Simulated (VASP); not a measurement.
Al, 2 atoms in the cell. The structure is hexagonal, space group P6_3/mmc (No. 194). The conventional cell has a = 2.812 Å, b = 2.812 Å, c = 4.867 Å, α = 90.00°, β = 90.00°, γ = 120.00°. Within 3.7 Å of Al (site symmetry -6m2) lie 12 Al at 2.81 to 2.93 Å. 

* Program: VASP 6.6.1
* Task: relaxation of cell and atoms
* Functional: BLYP
* Dispersion: D3(BJ)
* Potentials or basis: VASP PAW PBE potentials, release 64 (Al)
* Cutoff: 600 eV
* k mesh: 7 × 7 × 4
* Occupations: fermi-dirac, width 0.3 eV
* Spin: no spin polarisation
* Dipole correction: no
* Further INCAR settings: ALGO = Normal; EDIFF = 1e-06; IBRION = 2; EDIFFG = -0.01; NSW = 80; ISIF = 3

Potentials or basis: VASP PAW PBE potentials, release 64 (Al).

Launch:

```sh
$ cat potpaw_PBE.64/Al/POTCAR > POTCAR
$ mpirun -np 1 vasp_std > vasp.out
```

Hardware: 1 thread of AMD EPYC 9R45 (Zen 5) (shared host).

Q: Estimate the wall time of this run.

A: Run time: 65 s on 1 thread of AMD EPYC 9R45 (Zen 5), with other jobs on the host, peak memory 0.12 GiB. Counts: scf iterations 40, k points 24, ion steps 8.
